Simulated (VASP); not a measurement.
Ir:

```
Ir
1.0
     0.00000    1.92829    1.92829
     1.92829    0.00000    1.92829
     1.92829    1.92829    0.00000
Ir
1
Cartesian
  0.0000 0.0000 0.0000
```

Base run:

| Property | Result |
| --- | --- |
| Program | VASP 6.6.1 |
| Functional | PBE |
| Potentials or basis | VASP PAW PBE potentials, release 64 (Ir) |
| Cutoff | 520 eV |
| k mesh | 12 × 12 × 12 |
| Occupations | fermi-dirac, width 0.05 eV |
| Spin | no spin polarisation |

Its results: pressure 4.1 GPa.

Q: The run is repeated on the same cell with these changes: functional from PBE to r2SCAN. What comes out?

A: Pressure -1.6 GPa.

Caveats: the PAW data sets were made with another functional, which shifts forces and pressure a little (some runs).
